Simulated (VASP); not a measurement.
A run of VASP 6.6.1:

The input INCAR:

```
ALGO = Fast
EDIFF = 1E-6
ENCUT = 520
GGA = PE
ISIF = 2
ISMEAR = 0
LASPH = T
LCHARG = T
LELF = T
LREAL = F
LVHAR = T
LWAVE = F
NBANDS = 25
NELM = 80
PREC = Accurate
SIGMA = 0.1
```

The input KPOINTS:

```
k-points
0
Gamma
  10 10 6
```

POSCAR

```
ScSbSe3
1.0
    4.0018826176      0.0000000000      0.0000000000
    0.0000000000      4.0018826176      0.0000000000
    0.0000000000      0.0000000000      8.2714771327
Sc Sb Se
1 1 3
Direct
    0.5000000000      0.5000000000      0.0000000000
    0.0000000000      0.0000000000      0.0000000000
    0.0000000000      0.0000000000      0.3447332654
    0.0000000000      0.0000000000      0.6552667346
    0.5000000000      0.5000000000      0.5000000000
```

Potentials or basis: VASP PAW PBE potentials, release 64 (Sc_sv, Sb, Se).

Command:

```bash
$ cat potpaw_PBE.64/Sc_sv/POTCAR potpaw_PBE.64/Sb/POTCAR potpaw_PBE.64/Se/POTCAR > POTCAR
$ mpirun -np 1 vasp_std > vasp.out
```

Hardware: 1 thread of Oxide Virtual Turin-like Processor (shared host).

**Question.** How long does it take, and how much memory?

**Answer.** Run time: 5.8 min on 1 thread of Oxide Virtual Turin-like Processor, with other jobs on the host, peak memory 0.4 GiB. Counts: scf iterations 17, k points 84.
